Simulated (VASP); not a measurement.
# AlCu2 (P-6m2) in VASP: a series of runs

Runs on AlCu2. Level: PBE. Tasks: relaxation of cell and atoms, single point.

Everything below comes from runs of VASP 6.6.1. Logs are shortened: lines on timing, memory, paths and dates and some standing lists are left out, and cuts for length are marked.

**1. The cell of the first run**

Symmetry: P-6m2, No. 187, hexagonal system. The conventional cell has a = 2.766 Å, b = 2.766 Å, c = 11.933 Å, α = 90.00°, β = 90.00°, γ = 120.00°. Al (site symmetry 3m) has 6 Cu at 2.54 to 2.56 Å and 6 Al at 2.77 Å within 3.4 Å. Within 3.4 Å of Cu (site symmetry 3m) lie 3 Al at 2.54 Å and 9 Cu at 2.55 to 2.77 Å. Within 3.4 Å of Cu (site symmetry -6m2) lie 6 Al at 2.56 Å and 6 Cu at 2.77 Å. Cu (site symmetry -6m2) has 12 Cu at 2.55 to 2.77 Å within 3.4 Å.

**2. Relaxation of cell and atoms, PBE**

The input, INCAR:

```
SYSTEM = AlCu2
  PREC = Accurate
  ENCUT = 600
  EDIFF = 1E-6
  ISMEAR = 0
  SIGMA = 0.1
  LREAL = .FALSE.
  LASPH = .TRUE.
  NELM = 100
  ALGO = Fast
  ISIF = 3
  LWAVE = .FALSE.
  LCHARG = .FALSE.
  GGA = PE
  IBRION = 2
  NSW = 100
  EDIFFG = -0.01
```

The input, KPOINTS:

```
regular mesh
0
G
  18 18 4
  0 0 0
```

The input, POSCAR:

```
AlCu2
1.0
    2.7663374617      0.0000000000      0.0000000000
   -1.3831687308      2.3957185173      0.0000000000
    0.0000000000      0.0000000000     11.9325712088
Al Cu
2 4
Direct
    0.3333333333      0.6666666667      0.3324826633
    0.3333333333      0.6666666667      0.6675173367
    0.6666666667      0.3333333333      0.1668440885
    0.6666666667      0.3333333333      0.5000000000
    0.6666666667      0.3333333333      0.8331559115
    0.3333333333      0.6666666667      0.0000000000
```

Potentials or basis: VASP PAW PBE potentials, release 64 (Al, Cu).

Started as:

```sh
> cat potpaw_PBE.64/Al/POTCAR potpaw_PBE.64/Cu/POTCAR > POTCAR
> mpirun -np 1 vasp_std > vasp.out
```

OUTCAR:

```text
SYSTEM = AlCu2
   PREC = Accurate
   ENCUT = 600
   EDIFF = 1E-6
   ISMEAR = 0
   LREAL = .FALSE.
   LASPH = .TRUE.
   NELM = 100
   ISIF = 3
   GGA = PE
   IBRION = 2
   NSW = 100
   EDIFFG = -0.01

 ion  position               nearest neighbor table
   1  0.333  0.667  0.332-   3 2.54   3 2.54   3 2.54   4 2.56   4 2.56   4 2.56
   2  0.333  0.667  0.668-   5 2.54   5 2.54   5 2.54   4 2.56   4 2.56   4 2.56
   3  0.667  0.333  0.167-   1 2.54   1 2.54   1 2.54   6 2.55   6 2.55   6 2.55
   4  0.667  0.333  0.500-   1 2.56   2 2.56   1 2.56   2 2.56   1 2.56   2 2.56
   5  0.667  0.333  0.833-   2 2.54   2 2.54   2 2.54   6 2.55   6 2.55   6 2.55
   6  0.333  0.667  0.000-   3 2.55   5 2.55   3 2.55   5 2.55   3 2.55   5 2.55

  LATTYP: Found a hexagonal cell.
 ALAT       =     2.7663374617
 C/A-ratio  =     4.3134908065

  Lattice vectors:

 A1 = (   2.7663374617,   0.0000000000,   0.0000000000)
 A2 = (  -1.3831687308,   2.3957185173,   0.0000000000)
 A3 = (   0.0000000000,   0.0000000000,  11.9325712088)

Analysis of symmetry for initial positions (statically):
=====================================================================
 Subroutine PRICEL returns:
 Original cell was already a primitive cell.

 Routine SETGRP: Setting up the symmetry group for a
 hexagonal supercell.

 Subroutine GETGRP returns: Found 12 space group operations
 (whereof 12 operations were pure point group operations)
 out of a pool of 24 trial point group operations.

The static configuration has the point symmetry D_3h.

Analysis of symmetry for dynamics (positions and initial velocities):
=====================================================================
 Subroutine PRICEL returns:
 Original cell was already a primitive cell.

 Routine SETGRP: Setting up the symmetry group for a
 hexagonal supercell.

 Subroutine GETGRP returns: Found 12 space group operations
 (whereof 12 operations were pure point group operations)
 out of a pool of 24 trial point group operations.

The dynamic configuration has the point symmetry D_3h.

 Subroutine INISYM returns: Found 12 space group operations
 (whereof 12 operations are pure point group operations),
 and found     1 'primitive' translations

----------------------------------------------------------------------------------------

                                     Primitive cell

  volume of cell :      79.0815

  direct lattice vectors                    reciprocal lattice vectors
     2.766337462  0.000000000  0.000000000     0.361488797  0.208705654  0.000000000
    -1.383168731  2.395718517  0.000000000     0.000000000  0.417411308  0.000000000
     0.000000000  0.000000000 11.932571209     0.000000000  0.000000000  0.083804235

  length of vectors
     2.766337462  2.766337462 11.932571209     0.417411308  0.417411308  0.083804235

  position of ions in fractional coordinates (direct lattice)
     0.333333333  0.666666667  0.332482663
     0.333333333  0.666666667  0.667517337
     0.666666667  0.333333333  0.166844088
     0.666666667  0.333333333  0.500000000
     0.666666667  0.333333333  0.833155912
     0.333333333  0.666666667  0.000000000

  ion indices of the primitive-cell ions
   primitive index   ion index
                 1           1
                 2           2
                 3           3
                 4           4
                 5           5
                 6           6

----------------------------------------------------------------------------------------

 KPOINTS: regular mesh

Automatic generation of k-mesh.
 Grid dimensions read from file:
 generate k-points for:   18   18    4

 Generating k-lattice:

  Cartesian coordinates                     Fractional coordinates (reciprocal lattice)
     0.020082711  0.011594759  0.000000000     0.055555556  0.000000000  0.000000000
     0.000000000  0.023189517  0.000000000     0.000000000  0.055555556  0.000000000
     0.000000000  0.000000000  0.020951059     0.000000000  0.000000000  0.250000000

  Length of vectors
     0.023189517  0.023189517  0.020951059

  Shift w.r.t. Gamma in fractional coordinates (k-lattice)
     0.000000000  0.000000000  0.000000000

 Subroutine IBZKPT returns following result:
 ===========================================

 Found    111 irreducible k-points:

 Following reciprocal coordinates:
            Coordinates               Weight
  0.000000  0.000000  0.000000      1.000000
  0.055556  0.000000  0.000000      6.000000
  0.111111  0.000000  0.000000      6.000000
  0.166667 -0.000000  0.000000      6.000000
  0.222222  0.000000  0.000000      6.000000
  0.277778  0.000000  0.000000      6.000000
[... 16 lines left out ...]
  0.333333  0.111111  0.000000     12.000000
  0.388889  0.111111  0.000000     12.000000
 [... further k-points ...]
   k-points           NKPTS =    111   k-points in BZ     NKDIM =    111   number of bands    NBANDS=     30
   number of dos      NEDOS =    301   number of ions     NIONS =      6
   total plane-waves  NPLWV =  55296
   dimension x,y,z NGX =    24 NGY =   24 NGZ =   96
   dimension x,y,z NGXF=    48 NGYF=   48 NGZF=  192
   ions per type =               2   4
   NGX,Y,Z   is equivalent  to a cutoff of  14.42, 14.42, 13.37 a.u.
   NGXF,Y,Z  is equivalent  to a cutoff of  28.85, 28.85, 26.75 a.u.
 SYSTEM =  AlCu2
   PREC   = accura    normal or accurate (medium, high low for compatibility)
   ISTART =      0    job   : 0-new  1-cont  2-samecut
   ICHARG =      2    charge: 1-file 2-atom 10-const
   ISPIN  =      1    spin polarized calculation?
   LNONCOLLINEAR =      F non collinear calculations
   LSORBIT =      F    spin-orbit coupling
   LASPH  =      T    aspherical Exc in radial PAW
   ENCUT  =  600.0 eV  44.10 Ry    6.64 a.u.   5.53  5.53 23.83*2*pi/ulx,y,z
   NELM   =    100;   NELMIN=  2; NELMDL= -5     # of ELM steps
   EDIFF  = 0.1E-05   stopping-criterion for ELM
   LREAL  =      F    real-space projection
   EDIFFG = -.1E-01   stopping-criterion for IOM
   NSW    =    100    number of steps for IOM
   IBRION =      2    ionic relax: 0-MD 1-quasi-New 2-CG
   NFREE  =      1    steps in history (QN), initial steepest desc. (CG)
   ISIF   =      3    stress and relaxation
   ISYM   =      2    0-nonsym 1-usesym 2-fastsym
   POTIM  = 0.5000    time-step for ionic-motion
   TEBEG  =    0.0;   TEEND  =   0.0 temperature during run
   PSTRESS=    0.0 pullay stress
   NELECT =      50.0000    total number of electrons
   NUPDOWN=      -1.0000    fix difference up-down
   EMIN   =  10.00;   EMAX   =-10.00  energy-range for DOS
   EFERMI =   0.00;   METHOD = LEGACY
   ISMEAR =     0;   SIGMA  =   0.10  broadening in eV -4-tet -1-fermi 0-gaus
   EFERMI_NEDOS =   21; number of points for ismear=-14 and -15
   IALGO  =     68    algorithm
   IMIX   =      4    mixing-type and parameters
     AMIX     =   0.40;   BMIX     =  1.00
     AMIX_MAG =   1.60;   BMIX_MAG =  1.00
  volume/ion in A,a.u.               =      13.18        88.94
  Fermi-wavevector in a.u.,A,eV,Ry     =   1.405098  2.655250 26.861974  1.974299
  Thomas-Fermi vector in A             =   2.527593
   LORBIT       =      0    0 simple, 1 ext, 2 COOP (PROOUT), +10 PAW based schemes
   GGA     = PE    functional components
   LHFCALC =     F    Hartree Fock is set to
   AEXX    =    0.0000 exact exchange contribution
   IVDW    =     0    specifies the selected vdW correction
   LEPSILON=     F    determine dielectric tensor
   LRPA    =     F    only Hartree local field effects (RPA)
 conjugate gradient relaxation of ions
 non-spin polarized calculation
 RMM-DIIS sequential band-by-band and
 Gauss-broadening in eV      SIGMA  =   0.10
  energy-cutoff  :      600.00
  volume of cell :       79.08
 maximum number of plane-waves:      2700
 NGX is ok and might be reduce to    24
   NGX = 11   NGY = 11   NGZ = 47

--------------------------------------- Ionic step        1  -------------------------------------------

 number of electron      50.0000020 magnetization

 Free energy of the ion-electron system (eV)
  ---------------------------------------------------
  ext. energy  EPLUGINS =         0.00000000
  ---------------------------------------------------
  free energy    TOTEN  =       -22.84412813 eV

  energy without entropy =      -22.83978466  energy(sigma->0) =      -22.84195640

------------------------ aborting loop because EDIFF is reached ----------------------------------------

  FORCE on cell =-STRESS in cart. coord.  units (eV):
  Direction    XX          YY          ZZ          XY          YZ          ZX
  --------------------------------------------------------------------------------------
  -------------------------------------------------------------------------------------
  Total       -0.9849396     -0.9849396      2.1769262     -0.0000000     -0.0000000      0.0000000
  in kB      -19.9547001    -19.9547001     44.1041342     -0.0000000     -0.0000000      0.0000000
  external PRESSURE =       1.3982447 kB  Pullay stress =       0.0000000 kB
[... 101 lines left out ...]
  FREE ENERGIE OF THE ION-ELECTRON SYSTEM (eV)
  ---------------------------------------------------
  free  energy   TOTEN  =       -22.8916075782 eV

  energy  without entropy=      -22.8847788666  energy(sigma->0) =      -22.88819322

[... ionic steps 4 to 21 ...]

--------------------------------------- Ionic step       22  -------------------------------------------

 number of electron      50.0000017 magnetization

------------------------ aborting loop because EDIFF is reached ----------------------------------------
[... 75 lines left out ...]
--------------------------------------- Ionic step       24  -------------------------------------------

 number of electron      50.0000017 magnetization

 Free energy of the ion-electron system (eV)
  ---------------------------------------------------
  ext. energy  EPLUGINS =         0.00000000
  ---------------------------------------------------
  free energy    TOTEN  =       -22.89305312 eV

  energy without entropy =      -22.88625441  energy(sigma->0) =      -22.88965376

 E-fermi :   8.0228     XC(G=0): -11.7696

 val. band max:        8.0195712179   @ k =   0.3333   0.1111   0.5000
 cond. band min:       8.0450864043   @ k =   0.3333   0.2222   0.5000
 fundamental gap:      0.0255151864
 Fermi energy:         8.0227932432

 k-point     1 :       0.0000    0.0000    0.0000
  band No.  band energies     occupation
      1      -2.9529      2.00000
      2      -2.2128      2.00000
      3      -0.3850      2.00000
      4       1.6681      2.00000
      5       1.7057      2.00000
      6       3.2570      2.00000
[... 781 lines left out ...]
     29      11.3005      0.00000
     30      11.5714      0.00000

 [... further k-points ...]

------------------------ aborting loop because EDIFF is reached ----------------------------------------

  FORCE on cell =-STRESS in cart. coord.  units (eV):
  Direction    XX          YY          ZZ          XY          YZ          ZX
  --------------------------------------------------------------------------------------
  -------------------------------------------------------------------------------------
  Total        0.0005534      0.0005534      0.0205224      0.0000000      0.0000000      0.0000000
  in kB        0.0112362      0.0112362      0.4166573      0.0000000      0.0000000      0.0000000
  external PRESSURE =       0.1463766 kB  Pullay stress =       0.0000000 kB
[... 21 lines left out ...]
  FREE ENERGIE OF THE ION-ELECTRON SYSTEM (eV)
  ---------------------------------------------------
  free  energy   TOTEN  =       -22.8930531220 eV

  energy  without entropy=      -22.8862544070  energy(sigma->0) =      -22.88965376

 reached required accuracy - stopping structural energy minimisation
```

Run time: 33 min. Hardware: 1 thread of Intel Xeon 6975P-C (Granite Rapids), shared host; peak memory 0.43 GiB.

Results:

```
Free energy                           : -22.8931 eV
Relaxed volume                        : 13.15 Å³/atom
Relaxed cell                          : a = 2.725 Å, b = 2.725 Å, c = 12.272 Å, α = 90.00°, β = 90.00°, γ = 120.00°
Space group after relaxing (to 0.1 Å) : P-6m2 (No. 187)
Energy gained by relaxing             : 8.2 meV/atom
Ionic steps                           : 24
Pressure after relaxing               : 0.0 GPa
Largest force after relaxing          : 0.010 eV/Å
Band gap on the k mesh                : zero (bands 25 and 26 overlap by 2.78 eV)
```

Forces on the atoms (eV/Å):
```
Al   0.000  0.000 -0.010
Al   0.000  0.000  0.010
Cu   0.000  0.000  0.005
Cu   0.000  0.000  0.000
Cu   0.000  0.000 -0.005
Cu   0.000  0.000  0.000
```

The path:
```csv
step,energy change (eV),largest force (eV/Å),pressure (GPa),volume (Å³)
1,0.0000,0.1585,0.14,79.08
2,-0.0395,0.0761,-0.23,79.20
3,-0.0475,0.0541,-0.50,79.26
4,-0.0475,0.0540,-0.43,79.26
5,-0.0484,0.0385,0.09,78.80
6,-0.0484,0.0385,0.19,78.79
7,-0.0486,0.0270,-0.20,78.99
8,-0.0486,0.0306,-0.25,78.96
9,-0.0486,0.0330,-0.20,78.92
10,-0.0487,0.0178,-0.09,78.93
11,-0.0488,0.0165,-0.11,78.93
12,-0.0489,0.0137,0.01,78.93
13,-0.0488,0.0256,-0.10,78.95
14,-0.0489,0.0127,-0.02,78.94
15,-0.0489,0.0178,-0.05,78.94
16,-0.0489,0.0117,-0.07,78.94
17,-0.0489,0.0129,-0.08,78.94
18,-0.0489,0.0116,-0.06,78.94
19,-0.0489,0.0118,-0.11,78.94
20,-0.0489,0.0052,0.14,78.85
21,-0.0489,0.0074,0.19,78.88
22,-0.0489,0.0095,0.12,78.91
23,-0.0489,0.0102,-0.06,78.92
24,-0.0489,0.0097,0.01,78.92
```

Final structure:
```xyz
6
Lattice="2.7249 0.0000 0.0000 -1.3625 2.3599 0.0000 0.0000 0.0000 12.2720" Properties=species:S:1:pos:R:3 pbc="T T T"
Al    0.0000    1.5732    4.0599
Al    0.0000    1.5732    8.2121
Cu    1.3625    0.7866    2.0330
Cu    1.3625    0.7866    6.1360
Cu    1.3625    0.7866   10.2390
Cu    0.0000    1.5732    0.0000
```

Levels at points of the mesh, in eV from the Fermi level:
| k point | band 21 | band 22 | band 23 | band 24 | band 25 | band 26 | band 27 | band 28 | band 29 | band 30 |
| --- | --- | --- | --- | --- | --- | --- | --- | --- | --- | --- |
| (0.00, 0.00, 0.00) | -2.78 | -2.32 | -2.32 | -1.88 | -1.88 | -1.69 | 1.33 | 5.81 | 7.64 | 13.03 |
| (0.50, 0.00, 0.00) | -1.93 | -1.75 | -1.63 | -1.47 | -0.92 | 0.44 | 1.36 | 1.42 | 2.24 | 2.78 |
| (0.00, 0.00, 0.50) | -2.73 | -2.43 | -2.32 | -2.32 | -1.88 | -1.88 | 2.62 | 3.88 | 9.88 | 11.47 |
| (0.50, 0.00, 0.50) | -1.93 | -1.63 | -1.57 | -1.33 | -0.90 | 0.22 | 1.24 | 1.28 | 2.58 | 3.46 |

(Part 1 of 2 ends here.)
